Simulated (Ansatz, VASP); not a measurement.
## One calculation of TlB2, two programs

```xyz
3
Lattice="0.0000 2.8676 2.8676 2.8676 0.0000 2.8676 2.8676 2.8676 0.0000" Properties=species:S:1:pos:R:3 pbc="T T T"
Tl    0.0000    0.0000    0.0000
B     1.4338    1.4338    1.4338
B     4.3013    4.3013    4.3013
```

Alike in both runs: functional PBE; k mesh 14 × 14 × 14; occupations gaussian, width 0.1 eV; no spin polarisation.

Ansatz relaxed the structure, and its values are those at the end. VASP's run is a single point on that final structure, the one shown.

|  | VASP | Ansatz |
| --- | --- | --- |
| version | VASP 6.6.1 | Ansatz 0.2.0 |
| potentials or method | VASP PAW PBE potentials, release 64 (Tl_d, B), cutoff 520 eV | scalar-relativistic, plane waves, PAW |
| valence electrons in the cell | 19 | 19 |

|  | VASP | Ansatz | Ansatz less VASP |
| --- | --- | --- | --- |
| gap on the k mesh at the Fermi level (eV) | none | none | - |
| pressure (GPa) | -0.1 | 0.0 | +0.05 |

A gap of «none» marks a metal or a gap that the smearing closes.

Neither program's run includes spin-orbit coupling.
